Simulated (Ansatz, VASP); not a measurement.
# Two plane-wave programs on Te2Mo

File POSCAR:

```
Te2Mo
1.0
   -3.5635452172      0.0000000000      0.0000000000
   -1.7817726086     -3.0861206856      0.0000000000
    0.0000000000      0.0000000000     14.7262210532
Te Mo
4 2
Direct
    0.3333333333      0.3333333333      0.6284839550
    0.6666666667      0.6666666667      0.1284839550
    0.3333333333      0.3333333333      0.8715160450
    0.6666666667      0.6666666667      0.3715160450
    0.3333333333      0.3333333333      0.2500000000
    0.6666666667      0.6666666667      0.7500000000
```

INCAR.step1

```
ALGO = Normal ; EDIFF = 1E-4
ENCUT = 520 ; GGA = PE
ISMEAR = 0 ; LASPH = T
LCHARG = F ; LREAL = F
LWAVE = T ; NBANDS = 35
NELM = 80 ; PREC = Accurate
SIGMA = 0.05
```

INCAR.step2

```
ALGO = Normal ; EDIFF = 1E-6
ENCUT = 520 ; ISIF = 2
ISMEAR = 0 ; ISTART = 1
LASPH = T ; LCHARG = F
LMIXTAU = T ; LREAL = F
LWAVE = F ; METAGGA = R2SCAN
NBANDS = 35 ; NELM = 80
PREC = Accurate ; SIGMA = 0.05
```

The input KPOINTS:

```
k-points
0
Gamma
  9 9 2
```

Input for Ansatz:

```yaml
crystal:
  lattice:
    - [-3.5635452172, 0.0, 0.0]
    - [-1.7817726086, -3.0861206856, 0.0]
    - [0.0, 0.0, 14.7262210532]
  atoms:
    - { symbol: Te, position: [0.3333333333, 0.3333333333, 0.628483955] }
    - { symbol: Te, position: [0.6666666667, 0.6666666667, 0.128483955] }
    - { symbol: Te, position: [0.3333333333, 0.3333333333, 0.871516045] }
    - { symbol: Te, position: [0.6666666667, 0.6666666667, 0.371516045] }
    - { symbol: Mo, position: [0.3333333333, 0.3333333333, 0.25] }
    - { symbol: Mo, position: [0.6666666667, 0.6666666667, 0.75] }
basis:
  ecutwfc: 500
kpoints:
  mp_grid: { grid: [9, 9, 2] }
hamiltonian:
  xc: r2scan
scf:
  occupations: { method: gaussian, width: 0.05 }
output:
  forces: true
  stress: true
  eigenvalues: true
  write_density: true
  write_potential: true
  elf: true
  volumetric_format: npy
```

Alike in both runs: task single point; functional r2SCAN; k mesh 9 × 9 × 2; occupations gaussian, width 0.05 eV; no spin polarisation.

|  | VASP | Ansatz |
| --- | --- | --- |
| version | VASP 6.6.1 | Ansatz 0.2.0 |
| potentials or method | VASP PAW PBE potentials, release 64 (Te, Mo_sv), cutoff 520 eV | scalar-relativistic, plane waves, PAW |
| valence electrons in the cell | 52 | 92 |

```csv
,VASP,Ansatz,Ansatz less VASP
gap on the k mesh at the Fermi level (eV),1.05,1.06,+0.009
least direct gap on the mesh (eV),1.06,1.06,-0.002
pressure (GPa),0.1,0.0,-0.11
"traceless stress, the component that is largest in VASP (GPa)",0.07,0.01,-0.057
rms of the force components (eV/Å),0.013,0.001,-0.0122
```

VASP's potentials were made for PBE, not for r2SCAN. Atom by atom the forces differ by 0.012 eV/Å (rms over components). With one functional, cell and mesh, what is left measures potentials, basis and numerics. VASP's potentials hold 52 valence electrons a cell and Ansatz's 92, so a difference there can come from the potentials and not from the codes.

Spin-orbit coupling is off throughout.
